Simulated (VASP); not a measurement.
# MoOs3 (Pm-3m) in VASP: further runs

Runs on MoOs3. Level: PBE. Tasks: single point, relaxation of cell and atoms.

Everything below comes from runs of VASP 6.6.1. Logs are shortened: lines on timing, memory, paths and dates and some standing lists are left out, and cuts for length are marked.

**1. The cell of the first run**

The structure is cubic, space group Pm-3m (No. 221). Conventional cell: a = 3.885 Å, b = 3.885 Å, c = 3.885 Å, α = 90.00°, β = 90.00°, γ = 90.00°. Mo (site symmetry m-3m) has 12 Os at 2.75 Å within 3.6 Å. Os (site symmetry 4/mmm) has 4 Mo at 2.75 Å and 8 Os at 2.75 Å within 3.6 Å.

**2. Single point, PBE**

The input, INCAR:

```
PREC = Accurate ; ENCUT = 520
EDIFF = 1E-6 ; ISMEAR = 0
SIGMA = 0.1 ; LREAL = False
LASPH = True ; NELM = 60
ALGO = Fast ; ISIF = 2
LWAVE = False ; LCHARG = False
GGA = PE ; NBANDS = 27
```

The input, KPOINTS:

```
Automatic mesh
0
Gamma
  4 4 4
```

The input, POSCAR:

```
MoOs3
1.0
    3.8850835408      0.0000000000      0.0000000000
    0.0000000000      3.8850835408      0.0000000000
    0.0000000000      0.0000000000      3.8850835408
Mo Os
1 3
Direct
    0.0000000000      0.0000000000      0.0000000000
    0.0000000000      0.5000000000      0.5000000000
    0.5000000000      0.0000000000      0.5000000000
    0.5000000000      0.5000000000      0.0000000000
```

Potentials or basis: VASP PAW PBE potentials, release 64 (Mo_sv, Os).

On the command line:

```sh
> cat potpaw_PBE.64/Mo_sv/POTCAR potpaw_PBE.64/Os/POTCAR > POTCAR
> mpirun -np 1 vasp_std > vasp.out
```

OUTCAR:

```text
PREC = Accurate
   ENCUT = 520
   EDIFF = 1E-6
   ISMEAR = 0
   LREAL = False
   LASPH = True
   NELM = 60
   ISIF = 2
   GGA = PE

 ion  position               nearest neighbor table
   1  0.000  0.000  0.000-   2 2.75   3 2.75   4 2.75   2 2.75   3 2.75   2 2.75   4 2.75   2 2.75
                             3 2.75   4 2.75   3 2.75   4 2.75
   2  0.000  0.500  0.500-   1 2.75   3 2.75   4 2.75   1 2.75   4 2.75   1 2.75   3 2.75   1 2.75
                             3 2.75   4 2.75   4 2.75   3 2.75
   3  0.500  0.000  0.500-   1 2.75   2 2.75   4 2.75   1 2.75   4 2.75   2 2.75   4 2.75   4 2.75
                             1 2.75   2 2.75   1 2.75   2 2.75
   4  0.500  0.500  0.000-   1 2.75   2 2.75   3 2.75   2 2.75   3 2.75   1 2.75   3 2.75   3 2.75
                             1 2.75   2 2.75   2 2.75   1 2.75

  LATTYP: Found a simple cubic cell.
 ALAT       =     3.8850835408

  Lattice vectors:

 A1 = (   3.8850835408,   0.0000000000,   0.0000000000)
 A2 = (   0.0000000000,   3.8850835408,   0.0000000000)
 A3 = (   0.0000000000,   0.0000000000,   3.8850835408)

Analysis of symmetry for initial positions (statically):
=====================================================================
 Subroutine PRICEL returns:
 Original cell was already a primitive cell.

 Routine SETGRP: Setting up the symmetry group for a
 simple cubic supercell.

 Subroutine GETGRP returns: Found 48 space group operations
 (whereof 48 operations were pure point group operations)
 out of a pool of 48 trial point group operations.

The static configuration has the point symmetry O_h .

Analysis of symmetry for dynamics (positions and initial velocities):
=====================================================================
 Subroutine PRICEL returns:
 Original cell was already a primitive cell.

 Routine SETGRP: Setting up the symmetry group for a
 simple cubic supercell.

 Subroutine GETGRP returns: Found 48 space group operations
 (whereof 48 operations were pure point group operations)
 out of a pool of 48 trial point group operations.

The dynamic configuration has the point symmetry O_h .

 Subroutine INISYM returns: Found 48 space group operations
 (whereof 48 operations are pure point group operations),
 and found     1 'primitive' translations

----------------------------------------------------------------------------------------

                                     Primitive cell
[... 80 lines left out ...]
   EDIFF  = 0.1E-05   stopping-criterion for ELM
   LREAL  =      F    real-space projection
   EDIFFG = 0.1E-04   stopping-criterion for IOM
   NSW    =      0    number of steps for IOM
   IBRION =     -1    ionic relax: 0-MD 1-quasi-New 2-CG
   NFREE  =      0    steps in history (QN), initial steepest desc. (CG)
   ISIF   =      2    stress and relaxation
   ISYM   =      2    0-nonsym 1-usesym 2-fastsym
   POTIM  = 0.5000    time-step for ionic-motion
   TEBEG  =    0.0;   TEEND  =   0.0 temperature during run
   PSTRESS=    0.0 pullay stress
   NELECT =      38.0000    total number of electrons
   NUPDOWN=      -1.0000    fix difference up-down
   EMIN   =  10.00;   EMAX   =-10.00  energy-range for DOS
   EFERMI =   0.00;   METHOD = LEGACY
   ISMEAR =     0;   SIGMA  =   0.10  broadening in eV -4-tet -1-fermi 0-gaus
   EFERMI_NEDOS =   21; number of points for ismear=-14 and -15
   IALGO  =     68    algorithm
   IMIX   =      4    mixing-type and parameters
     AMIX     =   0.40;   BMIX     =  1.00
     AMIX_MAG =   1.60;   BMIX_MAG =  1.00
  volume/ion in A,a.u.               =      14.66        98.93
  Fermi-wavevector in a.u.,A,eV,Ry     =   1.416671  2.677120 27.306304  2.006957
  Thomas-Fermi vector in A             =   2.537981
   LORBIT       =      0    0 simple, 1 ext, 2 COOP (PROOUT), +10 PAW based schemes
   GGA     = PE    functional components
   LHFCALC =     F    Hartree Fock is set to
   AEXX    =    0.0000 exact exchange contribution
   IVDW    =     0    specifies the selected vdW correction
   LEPSILON=     F    determine dielectric tensor
   LRPA    =     F    only Hartree local field effects (RPA)
 non-spin polarized calculation
 RMM-DIIS sequential band-by-band and
 Gauss-broadening in eV      SIGMA  =   0.10
  energy-cutoff  :      520.00
  volume of cell :       58.64
 maximum number of plane-waves:      1596
 NGX is ok and might be reduce to    30
   NGX = 15   NGY = 15   NGZ = 15

 number of electron      37.9999999 magnetization

 Free energy of the ion-electron system (eV)
  ---------------------------------------------------
  ext. energy  EPLUGINS =         0.00000000
  ---------------------------------------------------
  free energy    TOTEN  =       -44.58278230 eV

  energy without entropy =      -44.56140067  energy(sigma->0) =      -44.57209148

 E-fermi :   9.5693     XC(G=0): -13.7710

 val. band max:        9.5059031400   @ k =   0.5000   0.2500   0.0000
 cond. band min:       9.6888723482   @ k =   0.5000   0.5000   0.5000
 fundamental gap:      0.1829692082
 Fermi energy:         9.5692532050

 k-point     1 :       0.0000    0.0000    0.0000
  band No.  band energies     occupation
      1     -51.4817      2.00000
      2     -25.5626      2.00000
      3     -25.5626      2.00000
      4     -25.5626      2.00000
      5       0.1067      2.00000
      6       3.0237      2.00000
[... 289 lines left out ...]
     26      12.8978      0.00000
     27      12.9052      0.00000

------------------------ aborting loop because EDIFF is reached ----------------------------------------

  FORCE on cell =-STRESS in cart. coord.  units (eV):
  Direction    XX          YY          ZZ          XY          YZ          ZX
  --------------------------------------------------------------------------------------
  -------------------------------------------------------------------------------------
  Total       -0.0127377     -0.0127377     -0.0127377     -0.0000000      0.0000000     -0.0000000
  in kB       -0.3480178     -0.3480178     -0.3480178     -0.0000000      0.0000000     -0.0000000
  external PRESSURE =      -0.3480178 kB  Pullay stress =       0.0000000 kB

 VOLUME and BASIS-vectors are now :
 -----------------------------------------------------------------------------
  energy-cutoff  :      520.00
  volume of cell :       58.64
      direct lattice vectors                 reciprocal lattice vectors
     3.885083541  0.000000000  0.000000000     0.257394723  0.000000000  0.000000000
     0.000000000  3.885083541  0.000000000     0.000000000  0.257394723  0.000000000
     0.000000000  0.000000000  3.885083541     0.000000000  0.000000000  0.257394723

 POSITION                                       TOTAL-FORCE (eV/Angst)
 -----------------------------------------------------------------------------------
      0.00000      0.00000      0.00000         0.000000      0.000000      0.000000
      0.00000      1.94254      1.94254         0.000000      0.000000      0.000000
      1.94254      0.00000      1.94254         0.000000      0.000000      0.000000
      1.94254      1.94254      0.00000         0.000000      0.000000      0.000000
 -----------------------------------------------------------------------------------
    total drift:                               -0.000000      0.000000     -0.000000

  FREE ENERGIE OF THE ION-ELECTRON SYSTEM (eV)
  ---------------------------------------------------
  free  energy   TOTEN  =       -44.5827822961 eV

  energy  without entropy=      -44.5614006680  energy(sigma->0) =      -44.57209148
```

stdout:

```text
POSCAR found type information on POSCAR MoOs
 POSCAR found :  2 types and       4 ions
 scaLAPACK will be used
 LDA part: xc-table for (Slater+PW92), standard interpolation
 POSCAR, INCAR and KPOINTS ok, starting setup
 FFT: planning ... GRIDC
 FFT: planning ... GRID_SOFT
 FFT: planning ... GRID
 WAVECAR not read
 entering main loop
```

Run time: 10 s. Hardware: 1 thread of AMD EPYC 9R45 (Zen 5), shared host; peak memory 0.14 GiB.

What came out:

* Free energy: -44.5828 eV
* Pressure: 0.0 GPa
* Band gap on the k mesh: zero (bands 19 and 20 overlap by 4.16 eV)

Levels at points of the mesh, in eV from the Fermi level:
```tsv
k point	band 15	band 16	band 17	band 18	band 19	band 20	band 21	band 22	band 23	band 24
(0.00, 0.00, 0.00)	0.74	0.74	2.71	3.03	3.03	3.03	3.27	3.27	3.39	3.39
(0.50, 0.00, 0.00)	-1.59	-1.28	-0.36	-0.24	-0.24	0.37	0.37	0.70	1.49	2.19
(0.50, 0.50, 0.00)	-3.08	-2.55	-0.92	-0.91	-0.91	0.25	0.25	0.29	0.98	0.98
(0.50, 0.50, 0.50)	-1.91	-1.91	0.12	0.67	0.67	0.67	2.75	2.75	2.75	3.31
```

Caveat: the k points lie up to 0.40 Å⁻¹ apart, too coarse for converged energies and pressures of a metal; spin-orbit coupling is left out, which moves the levels of the heavy elements.

**3. Single point, PBE**

This run uses another cell than the first one, of 13.36 Å³/atom.

The input, INCAR:

```
SYSTEM = MoOs3
PREC = Accurate
ENCUT = 520
EDIFF = 1E-6
ISMEAR = 0
SIGMA = 0.1
LREAL = .False.
LASPH = .True.
NELM = 100
ALGO = Fast
ISIF = 2
LWAVE = .False.
LCHARG = .False.
GGA = PE
NBANDS = 27
```

The input, KPOINTS:

```
regular mesh
0
Gamma
  6 6 6
  0 0 0
```

The input, POSCAR:

```
MoOs3
1.0
    3.7663269739      0.0000000000      0.0000000000
    0.0000000000      3.7663269739      0.0000000000
    0.0000000000      0.0000000000      3.7663269739
Mo Os
1 3
Direct
    0.0000000000      0.0000000000      0.0000000000
    0.0000000000      0.5000000000      0.5000000000
    0.5000000000      0.0000000000      0.5000000000
    0.5000000000      0.5000000000      0.0000000000
```

Potentials or basis: VASP PAW PBE potentials, release 64 (Mo_sv, Os).

On the command line:

```sh
> cat potpaw_PBE.64/Mo_sv/POTCAR potpaw_PBE.64/Os/POTCAR > POTCAR
> mpirun -np 1 vasp_std > vasp.out
```

Wall time 17 s (1 thread of AMD EPYC 9R45 (Zen 5), shared host); peak memory 0.14 GiB.

It converged, with:

- Free energy: -43.9193 eV
- Pressure: 42.3 GPa
- Band gap on the k mesh: zero (bands 19 and 20 overlap by 4.69 eV)

Levels at points of the mesh, in eV from the Fermi level:
```tsv
k point	band 16	band 17	band 18	band 19	band 20	band 21	band 22	band 23
(0.00, 0.00, 0.00)	0.63	2.93	3.22	3.22	3.22	3.57	3.57	3.71
(0.50, 0.00, 0.00)	-1.69	-0.67	-0.51	-0.51	0.20	0.20	0.56	1.49
(0.50, 0.50, 0.00)	-3.10	-1.32	-1.31	-1.31	0.03	0.04	0.07	0.88
(0.50, 0.50, 0.50)	-2.42	-0.05	0.65	0.65	0.65	2.96	2.96	2.96
```

Caveat: the cell stands under pressure; spin-orbit coupling is left out, which moves the levels of the heavy elements.

**4. Relaxation of cell and atoms, PBE**

This run uses another cell than the first one, of 13.36 Å³/atom.

The input, INCAR:

```
ALGO     = Normal         # electronic algorithm
EDIFF    = 1E-7           # SCF threshold, eV
EDIFFG   = -0.04          # ionic threshold
ENCUT    = 600            # plane-wave cutoff, eV
GGA      = PE             # functional
IBRION   = 2              # ionic algorithm
ISIF     = 3              # what is computed and relaxed
ISMEAR   = 0              # smearing method
LASPH    = True           # aspherical terms in the spheres
LCHARG   = False          # write CHGCAR
LREAL    = False          # projectors in reciprocal space
LWAVE    = False          # write WAVECAR
NELM     = 100            # most SCF steps
NSW      = 90             # ionic steps
PREC     = Accurate       # precision mode
SIGMA    = 0.1            # smearing width, eV
```

The input, KPOINTS:

```
k-points
0
Gamma
  4 4 4
```

POSCAR is that of step 3.

On the command line:

```sh
> cat potpaw_PBE.64/Mo_sv/POTCAR potpaw_PBE.64/Os/POTCAR > POTCAR
> mpirun -np 1 vasp_std > vasp.out
```

Run time: 40 s. Hardware: 1 thread of AMD EPYC 9R45 (Zen 5), shared host; peak memory 0.15 GiB.

It converged, with:

```
Free energy                           : -44.5816 eV
Relaxed volume                        : 14.66 Å³/atom
Relaxed cell                          : a = 3.885 Å, b = 3.885 Å, c = 3.885 Å, α = 90.00°, β = 90.00°, γ = 90.00°
Space group after relaxing (to 0.1 Å) : Pm-3m (No. 221)
Pressure after relaxing               : 0.0 GPa
Band gap on the k mesh                : zero (bands 19 and 20 overlap by 4.16 eV)
```

Final structure:
```yaml
crystal:
  lattice:
    - [3.88536, 0.00000, 0.00000]
    - [0.00000, 3.88536, 0.00000]
    - [0.00000, 0.00000, 3.88536]
  atoms:
    - { symbol: Mo, position: [0.00000, 0.00000, 0.00000] }
    - { symbol: Os, position: [0.00000, 0.50000, 0.50000] }
    - { symbol: Os, position: [0.50000, 0.00000, 0.50000] }
    - { symbol: Os, position: [0.50000, 0.50000, 0.00000] }
```

Levels at points of the mesh, in eV from the Fermi level:
```csv
k point,band 15,band 16,band 17,band 18,band 19,band 20,band 21,band 22,band 23
"(0.00, 0.00, 0.00)",0.74,0.74,2.71,3.03,3.03,3.03,3.27,3.27,3.39
"(0.50, 0.00, 0.00)",-1.59,-1.28,-0.36,-0.24,-0.24,0.37,0.37,0.70,1.49
"(0.50, 0.50, 0.00)",-3.08,-2.55,-0.92,-0.91,-0.91,0.25,0.25,0.29,0.98
"(0.50, 0.50, 0.50)",-1.91,-1.91,0.12,0.67,0.67,0.67,2.75,2.75,2.75
```

Caveat: the k points lie up to 0.40 Å⁻¹ apart in the final cell, too coarse for converged energies and pressures of a metal; spin-orbit coupling is left out, which moves the levels of the heavy elements.

**5. Single point, PBE**

The input, INCAR:

```
SYSTEM = MoOs3
  ALGO = Fast
  EDIFF = 1E-6
  ENCUT = 520
  GGA = PE
  ISIF = 2
  ISMEAR = 0
  LASPH = .TRUE.
  LCHARG = .FALSE.
  LREAL = .FALSE.
  LWAVE = .FALSE.
  NBANDS = 27
  NELM = 100
  PREC = Accurate
  SIGMA = 0.1
```

The input, KPOINTS:

```
k-points
0
G
  12 12 12
  0 0 0
```

The input, POSCAR:

```
MoOs3
1.0
    3.8846238916      0.0000000000      0.0000000000
    0.0000000000      3.8846238916      0.0000000000
    0.0000000000      0.0000000000      3.8846238916
Mo Os
1 3
Direct
    0.0000000000      0.0000000000      0.0000000000
    0.0000000000      0.5000000000      0.5000000000
    0.5000000000      0.0000000000      0.5000000000
    0.5000000000      0.5000000000      0.0000000000
```

On the command line:

```sh
> cat potpaw_PBE.64/Mo_sv/POTCAR potpaw_PBE.64/Os/POTCAR > POTCAR
> mpirun -np 1 vasp_std > vasp.out
```

Wall time 61 s (1 thread of AMD EPYC 9R45 (Zen 5), shared host); peak memory 0.22 GiB.

The run converged. Its results:

```
Free energy            : -44.6038 eV
Pressure               : 0.0 GPa
Band gap on the k mesh : zero (bands 19 and 20 overlap by 4.20 eV)
```

Levels at points of the mesh, in eV from the Fermi level:
```tsv
k point	band 15	band 16	band 17	band 18	band 19	band 20	band 21	band 22	band 23	band 24
(0.00, 0.00, 0.00)	0.55	0.55	2.52	2.87	2.87	2.87	3.11	3.11	3.19	3.19
(0.50, 0.00, 0.00)	-1.78	-1.46	-0.55	-0.44	-0.44	0.22	0.22	0.56	1.29	2.04
(0.50, 0.50, 0.00)	-3.26	-2.69	-1.11	-1.10	-1.10	0.06	0.09	0.12	0.83	0.83
(0.50, 0.50, 0.50)	-2.07	-2.07	-0.04	0.52	0.52	0.52	2.55	2.55	2.55	3.14
```

Caveat: spin-orbit coupling is left out, which moves the levels of the heavy elements.

**6. Relaxation of cell and atoms, PBE**

The input, INCAR:

```
PREC     = Accurate       # precision mode
ENCUT    = 600            # plane-wave cutoff, eV
EDIFF    = 1E-6           # SCF threshold, eV
ISMEAR   = 0              # smearing method
SIGMA    = 0.1            # smearing width, eV
LREAL    = F              # projectors in reciprocal space
LASPH    = T              # aspherical terms in the spheres
NELM     = 80             # most SCF steps
ALGO     = Fast           # electronic algorithm
ISIF     = 3              # what is computed and relaxed
LWAVE    = F              # write WAVECAR
LCHARG   = F              # write CHGCAR
GGA      = PE             # functional
IBRION   = 2              # ionic algorithm
NSW      = 100            # ionic steps
EDIFFG   = -0.01          # ionic threshold
```

The input, KPOINTS:

```
regular mesh
0
Gamma
  12 12 12
```

The input, POSCAR:

```
MoOs3
1.0
    3.8850835408      0.0000000000      0.0000000000
    0.0000000000      3.8850835408      0.0000000000
    0.0000000000      0.0000000000      3.8850835408
Mo Os
1 3
Direct
    0.0000000000      0.0000000000      0.0000000000
    0.0000000000      0.5000000000      0.5000000000
    0.5000000000      0.0000000000      0.5000000000
    0.5000000000      0.5000000000      0.0000000000
```

Potentials or basis: VASP PAW PBE potentials, release 64 (Mo_sv, Os).

On the command line:

```sh
> cat potpaw_PBE.64/Mo_sv/POTCAR potpaw_PBE.64/Os/POTCAR > POTCAR
> mpirun -np 1 vasp_std > vasp.out
```

Run time: 68 s. Hardware: 1 thread of AMD EPYC 9R45 (Zen 5), shared host; peak memory 0.25 GiB.

The run converged. Its results:

- Free energy: -44.6063 eV
- Pressure after relaxing: 0.0 GPa
- Band gap on the k mesh: zero (bands 19 and 20 overlap by 4.20 eV)

Final structure:
```xyz
4
Lattice="3.8851 0.0000 0.0000 0.0000 3.8851 0.0000 0.0000 0.0000 3.8851" Properties=species:S:1:pos:R:3 pbc="T T T"
Mo    0.0000    0.0000    0.0000
Os    0.0000    1.9425    1.9425
Os    1.9425    0.0000    1.9425
Os    1.9425    1.9425    0.0000
```

Levels at points of the mesh, in eV from the Fermi level:
```csv
k point,band 17,band 18,band 19,band 20,band 21,band 22
"(0.00, 0.00, 0.00)",2.52,2.87,2.87,2.87,3.12,3.15
"(0.50, 0.00, 0.00)",-0.55,-0.44,-0.44,0.22,0.22,0.56
"(0.50, 0.50, 0.00)",-1.11,-1.10,-1.10,0.06,0.09,0.12
"(0.50, 0.50, 0.50)",-0.04,0.52,0.52,0.52,2.55,2.55
```

Caveat: the relaxation stopped at its first step, so nothing moved; spin-orbit coupling is left out, which moves the levels of the heavy elements.

**7. Summary**

```tsv
task	cell	k mesh	cutoff (eV)	gap on the mesh (eV)	pressure (GPa)
single point	a = 3.885 Å, 4 atoms	4 × 4 × 4	520	none	0.0
single point	a = 3.766 Å, 4 atoms	6 × 6 × 6	520	none	42.3
relaxation of cell and atoms	relaxed from a = 3.766 Å, 4 atoms	4 × 4 × 4	600	none	0.0
single point	a = 3.885 Å, 4 atoms	12 × 12 × 12	520	none	0.0
relaxation of cell and atoms	relaxed from a = 3.885 Å, 4 atoms	12 × 12 × 12	600	none	0.0
```

Alike in all rows: level PBE; potentials or basis VASP PAW PBE potentials, release 64 (Mo_sv, Os); no spin polarisation; smearing gaussian 0.1 eV.

Caveats: some runs use coarse meshes; spin-orbit coupling is left out, which moves the levels of the heavy elements; the cell stands under pressure (at least some runs); the relaxation stopped at its first step, so nothing moved (at least some runs).

Absolute energies hang on the potentials; compare differences alone.
